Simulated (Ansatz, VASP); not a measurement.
## Two plane-wave programs on Be

INCAR

```
ALGO = Normal
EDIFF = 1E-6
ENCUT = 520
GGA = PE
ISIF = 2
ISMEAR = 0
LASPH = True
LCHARG = False
LREAL = False
LWAVE = False
NBANDS = 12
NELM = 80
PREC = Accurate
SIGMA = 0.1
```

Contents of KPOINTS:

```
k-points
0
Gamma
  8 8 4
```

POSCAR

```
Be
1.0
    2.1987826300     -1.3112739900      0.0000000000
    2.1987826300      1.3112739900      0.0000000000
   -1.2281295800      0.0000000000      5.6928613600
Be
4
Direct
    0.0504000100      0.0504000100      0.5996000100
    0.9495999900      0.9495999900      0.4003999900
    0.5050000000      0.5050000000      0.1000000300
    0.4950000000      0.4950000000      0.8999999700
```

Input for Ansatz:

```yaml
crystal:
  lattice:
    - [2.19878263, -1.31127399, 0.0]
    - [2.19878263, 1.31127399, 0.0]
    - [-1.22812958, 0.0, 5.69286136]
  atoms:
    - { symbol: Be, position: [0.05040001, 0.05040001, 0.59960001] }
    - { symbol: Be, position: [0.94959999, 0.94959999, 0.40039999] }
    - { symbol: Be, position: [0.505, 0.505, 0.10000003] }
    - { symbol: Be, position: [0.495, 0.495, 0.89999997] }
basis:
  ecutwfc: 420
kpoints:
  mp_grid: { grid: [8, 8, 4] }
hamiltonian:
  xc: pbe
scf:
  occupations: { method: gaussian, width: 0.1 }
  lower_state_search: "off"
output:
  forces: true
  stress: true
  eigenvalues: true
```

Alike in both runs: task single point; functional PBE; k mesh 8 × 8 × 4; occupations gaussian, width 0.1 eV; no spin polarisation.

|  | VASP | Ansatz |
| --- | --- | --- |
| version | VASP 6.6.1 | Ansatz 0.2.0 |
| potentials or method | VASP PAW PBE potentials, release 64 (Be), cutoff 520 eV | scalar-relativistic, plane waves, PAW |
| valence electrons in the cell | 8 | 8 |

|  | VASP | Ansatz | Ansatz less VASP |
| --- | --- | --- | --- |
| gap on the k mesh at the Fermi level (eV) | none | none | - |
| rms of the force components (eV/Å) | 16.077 | 15.628 | -0.4495 |

Atom by atom the forces differ by 0.451 eV/Å (rms over components). A gap of «none» marks a metal or a gap that the smearing closes.
